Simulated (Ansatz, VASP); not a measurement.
**CdF2 in VASP and in Ansatz**

INCAR

```
ALGO = Normal ; EDIFF = 1E-6
ENCUT = 700 ; GGA = PE
GGA_COMPAT = F ; ISIF = 2
ISMEAR = 0 ; LASPH = T
LCHARG = F ; LREAL = F
LWAVE = F ; NBANDS = 24
NELM = 120 ; PREC = Accurate
SIGMA = 0.05
```

Contents of KPOINTS:

```
k-points
0
Gamma
  8 8 8
```

POSCAR

```
CdF2
1.0
    0.0000000000      2.6628170954      2.5925187241
    2.6628170954      0.0000000000      2.5925187241
    2.6628170954      2.6628170954      0.0000000000
Cd F
1 2
Direct
    0.0000000000      0.0000000000      0.0000000000
    0.2500000000      0.2500000000      0.2500000000
    0.7500000000      0.7500000000      0.7500000000
```

Input for Ansatz:

```yaml
crystal:
  lattice:
    - [0.0, 2.6628170954, 2.5925187241]
    - [2.6628170954, 0.0, 2.5925187241]
    - [2.6628170954, 2.6628170954, 0.0]
  atoms:
    - { symbol: Cd, position: [0.0, 0.0, 0.0] }
    - { symbol: F, position: [0.25, 0.25, 0.25] }
    - { symbol: F, position: [0.75, 0.75, 0.75] }
basis:
  ecutwfc: 520.0
kpoints:
  mp_grid: { grid: [8, 8, 8] }
hamiltonian:
  xc: pbe
  pseudopotentials: { kind: paw }
scf:
  occupations: { method: gaussian, width: 0.05 }
output:
  forces: true
  stress: true
  eigenvalues: true
```

Alike in both runs: task single point; functional PBE; k mesh 8 × 8 × 8; occupations gaussian, width 0.05 eV; no spin polarisation.

|  | VASP | Ansatz |
| --- | --- | --- |
| version | VASP 6.6.1 | Ansatz 0.2.0 |
| potentials or method | VASP PAW PBE potentials, release 64 (Cd_sv_GW, F), cutoff 700 eV | scalar-relativistic, plane waves, PAW |
| valence electrons in the cell | 34 | 34 |

|  | VASP | Ansatz | Ansatz less VASP |
| --- | --- | --- | --- |
| gap on the k mesh at the Fermi level (eV) | 3.29 | 3.30 | +0.012 |
| least direct gap on the mesh (eV) | 3.69 | 3.71 | +0.010 |
| pressure (GPa) | 13.4 | 13.9 | +0.43 |
| traceless stress, the component that is largest in VASP (GPa) | 2.05 | 2.05 | 0.000 |
